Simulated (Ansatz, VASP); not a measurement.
# NbZn3: VASP beside Ansatz

```
Nb Zn
1.0
     3.94707    0.00000    0.00000
     0.00000    3.94707    0.00000
     0.00000    0.00000    3.94707
Nb Zn
1 3
Direct
  0.00000 0.00000 0.00000
  0.00000 0.50000 0.50000
  0.50000 0.00000 0.50000
  0.50000 0.50000 0.00000
```

Change from the starting cell: volume scaled by 1.01.

Alike in both runs: task single point; functional PBEsol; k mesh 10 × 10 × 10; occupations fermi-dirac, width 0.05 eV; no spin polarisation.

```csv
,VASP,Ansatz
version,VASP 6.6.1,Ansatz 0.2.0
potentials or method,"VASP PAW PBE potentials, release 64 (Nb_sv, Zn), cutoff 520 eV","all-electron LAPW, scalar-relativistic"
```

Ansatz gave:

- pressure (GPa): -6.5

Task: Which values does VASP return?

Result: Pressure (GPa): -6.3.

VASP's potentials were made for PBE, not for PBEsol. Ansatz ran all-electron here, and VASP with PAW potentials.
